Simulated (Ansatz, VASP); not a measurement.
## Two plane-wave programs on K

File INCAR:

```
ALGO     = Normal         # electronic algorithm
EDIFF    = 1E-6           # SCF threshold, eV
ENCUT    = 520            # plane-wave cutoff, eV
GGA      = RE             # functional
ISIF     = 2              # what is computed and relaxed
ISMEAR   = -1             # smearing method
LASPH    = T              # aspherical terms in the spheres
LCHARG   = F              # write CHGCAR
LREAL    = F              # projectors in reciprocal space
LWAVE    = F              # write WAVECAR
NBANDS   = 20             # bands
NELM     = 100            # most SCF steps
PREC     = Accurate       # precision mode
SIGMA    = 0.1            # smearing width, eV
```

KPOINTS

```
k-points
0
Gamma
  6 6 8
```

Contents of POSCAR:

```
K
1.0
    7.5418714454      0.0000000000      0.0000000000
   -3.7709357227      6.5314522638      0.0000000000
    0.0000000000      0.0000000000      4.4954070644
K
3
Direct
    1.0000000000      0.0000000000      0.0000000000
    0.3333333333      0.6666666667      0.5000000000
    0.6666666667      0.3333333333      0.5000000000
```

Input for Ansatz:

```yaml
crystal:
  lattice:
    - [7.5418714454, 0.0, 0.0]
    - [-3.7709357227, 6.5314522638, 0.0]
    - [0.0, 0.0, 4.4954070644]
  atoms:
    - { symbol: K, position: [1.0, 0.0, 0.0] }
    - { symbol: K, position: [0.3333333333, 0.6666666667, 0.5] }
    - { symbol: K, position: [0.6666666667, 0.3333333333, 0.5] }
hamiltonian:
  xc: revpbe
  pseudopotentials:
    kind: paw
    azcp:
      K: "pseudopotentials/K.paw.azcp"
basis:
  ecutwfc: 420
  fft_grid_basis: typed
kpoints:
  mp_grid: { grid: [6, 6, 8], shift: [0, 0, 0] }
magnetization:
  spin_polarized: false
scf:
  occupations: { method: fermi_dirac, width: 0.1 }
  lower_state_search: "off"
output:
  stress: true
  write_density: true
  write_potential: true
  elf: true
  volumetric_format: npy
```

Alike in both runs: task single point; functional revPBE; k mesh 6 × 6 × 8; occupations fermi-dirac, width 0.1 eV; no spin polarisation.

```csv
,VASP,Ansatz
version,VASP 6.6.1,Ansatz 0.2.0
potentials or method,"VASP PAW PBE potentials, release 64 (K_sv), cutoff 520 eV","plane waves (420 eV) with PAW, scalar-relativistic"
valence electrons in the cell,27,27
```

|  | VASP | Ansatz | Ansatz less VASP |
| --- | --- | --- | --- |
| pressure (GPa) | 0.3 | 0.3 | +0.01 |

VASP's potentials were made for PBE, not for revPBE. The functional is the same, so the differences come from potentials, cutoffs and numerics.
